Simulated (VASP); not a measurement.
Runs of VASP 6.6.1 on HfB. The structure is that of space group Fm-3m (No. 225), or close to it. The cells are those of the table. 

```csv
task,cell,k mesh,cutoff (eV),gap on the mesh (eV),pressure (GPa),relaxed volume (Å³/atom)
single point,"a = 3.385 Å, angles 60.0°, 2 atoms",8 × 8 × 8,520,none,0.4,-
single point,"a = 3.419 Å, angles 60.0°, 2 atoms",16 × 16 × 16,520,none,-4.9,-
relaxation of cell and atoms,"relaxed from a = 3.385 Å, angles 60.0°, 2 atoms",16 × 16 × 16,600,none,0.0,13.74
single point,"a = 3.452 Å, angles 60.0°, 2 atoms",16 × 16 × 16,520,none,(b),-
single point,"a = 3.386 Å, angles 60.0°, 2 atoms",16 × 16 × 16,520,none,0.3,-
single point,"a = 3.244 Å, angles 60.0°, 2 atoms",16 × 16 × 16,520,none,(a),-
relaxation of cell and atoms,"relaxed from a = 3.267 Å, angles 60.0°, 2 atoms",8 × 8 × 8,600,none,-0.1,13.76
```

Alike in all rows: level PBEsol; potentials or basis VASP PAW PBE potentials, release 64 (Hf_pv, B); no spin polarisation; smearing gaussian 0.1 eV.

Q: Estimate the missing entries.

A: (a) 30.5; (b) -9.3.

Caveats: the PAW data sets were made with another functional, which shifts forces and pressure a little; spin-orbit coupling is left out, which moves the levels of the heavy elements; the volume moved by +12 % from the deposited cell, more than functionals usually miss (some runs).

A k mesh can miss the band edges, and the runs leave out spin-orbit coupling on Hf.

A gap of «none» marks levels without a gap at the run's occupations.
